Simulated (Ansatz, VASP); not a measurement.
**One calculation of AlNi, two programs**

```xyz
2
Lattice="2.8931 0.0000 0.0000 0.0000 2.8931 0.0000 0.0000 0.0000 2.8931" Properties=species:S:1:pos:R:3 pbc="T T T"
Al    0.0000    0.0000    0.0000
Ni    0.9965    1.4465    0.9965
```

Alike in both runs: task single point; functional PBE; k mesh 20 × 20 × 20; occupations gaussian, width 0.15 eV; no spin polarisation.

|  | VASP | Ansatz |
| --- | --- | --- |
| version | VASP 6.6.1 | Ansatz 0.2.0 |
| potentials or method | VASP PAW PBE potentials, release 64 (Al, Ni), cutoff 520 eV | scalar-relativistic, plane waves, PAW |
| valence electrons in the cell | 13 | 21 |

|  | VASP | Ansatz | Ansatz less VASP |
| --- | --- | --- | --- |
| gap on the k mesh at the Fermi level (eV) | none | none | - |
| rms of the force components (eV/Å) | 3.412 | 3.397 | -0.0145 |

Atom by atom the forces differ by 0.015 eV/Å (rms over components). A gap of «none» marks a metal or a gap that the smearing closes. With one functional, cell and mesh, what is left measures potentials, basis and numerics. VASP's potentials hold 13 valence electrons a cell and Ansatz's 21, so a difference there can come from the potentials and not from the codes.
